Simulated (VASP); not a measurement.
Runs of VASP 6.6.1 on CoH. The structure is that of space group Fm-3m (No. 225), or close to it. The cells are those of the table. 

```tsv
task	cell	cutoff (eV)	gap on the mesh (eV)	pressure (GPa)	moment (μB)
single point	a = 2.549 Å, angles 60.0°, 2 atoms	520	none	(a)	1.07
single point	a = 2.475 Å, angles 60.0°, 2 atoms	520	none	(b)	0.96
relaxation of cell and atoms	relaxed to 40 GPa from a = 2.606 Å, angles 60.0°, 2 atoms	600	none	40.3	0.96
relaxation of cell and atoms	relaxed to 20 GPa from a = 2.606 Å, angles 60.0°, 2 atoms	600	none	19.9	1.03
relaxation of cell and atoms	relaxed from a = 2.606 Å, angles 60.0°, 2 atoms	600	none	0.0	1.11
single point	a = 2.521 Å, angles 60.0°, 2 atoms	520	none	19.5	1.03
single point	a = 2.496 Å, angles 60.0°, 2 atoms	520	none	29.6	1.00
relaxation of cell and atoms	relaxed to 10 GPa from a = 2.606 Å, angles 60.0°, 2 atoms	600	none	10.0	1.07
```

Alike in all rows: level PBEsol; potentials or basis VASP PAW PBE potentials, release 64 (Co, H); spin collinear, ferromagnetic start; k mesh 15 × 15 × 15; smearing fermi-dirac 0.1 eV.

Question: Fill in the values left out.

Answer: (a) 9.5; (b) 39.5.

Caveats: the PAW data sets were made with another functional, which shifts forces and pressure a little; the cell is relaxed towards a set pressure, so the enthalpy falls and the energy may rise (some runs).

A gap of «none» marks levels without a gap at the run's occupations.
